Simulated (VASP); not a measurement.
CdO, 2 atoms in the cell. The structure is cubic, space group Fm-3m (No. 225). The conventional cell has a = 4.722 Å, b = 4.722 Å, c = 4.722 Å, α = 90.00°, β = 90.00°, γ = 90.00°. Within 3.1 Å of Cd (site symmetry m-3m) lie 6 O at 2.36 Å. Within 3.1 Å of O (site symmetry m-3m) lie 6 Cd at 2.36 Å. 

- Program: VASP 6.6.1
- Task: single point
- Functional: LDA
- Potentials or basis: VASP PAW LDA potentials, release 64 (Cd_sv_GW, O)
- Cutoff: 700 eV
- k mesh: 6 × 6 × 6
- Occupations: gaussian, width 0.1 eV
- Spin: no spin polarisation
- Dipole correction: no
- Further INCAR settings: ALGO = Normal; EDIFF = 1e-06; NBANDS = 20

Potentials or basis: VASP PAW LDA potentials, release 64 (Cd_sv_GW, O).

Launch:

```bash
$ cat potpaw_LDA.64/Cd_sv_GW/POTCAR potpaw_LDA.64/O/POTCAR > POTCAR
$ mpirun -np 1 vasp_std > vasp.out
```

Hardware: 1 thread of Intel(R) Xeon(R) Platinum 8259CL CPU @ 2.50GHz (Skylake/Cascade Lake) (shared host).

Question: How long does it take, and how much memory?

Answer: Wall time 15 s on 1 thread of Intel(R) Xeon(R) Platinum 8259CL CPU @ 2.50GHz (Skylake/Cascade Lake) (shared host), peak memory 0.16 GiB. Counts: scf iterations 12, k points 16.
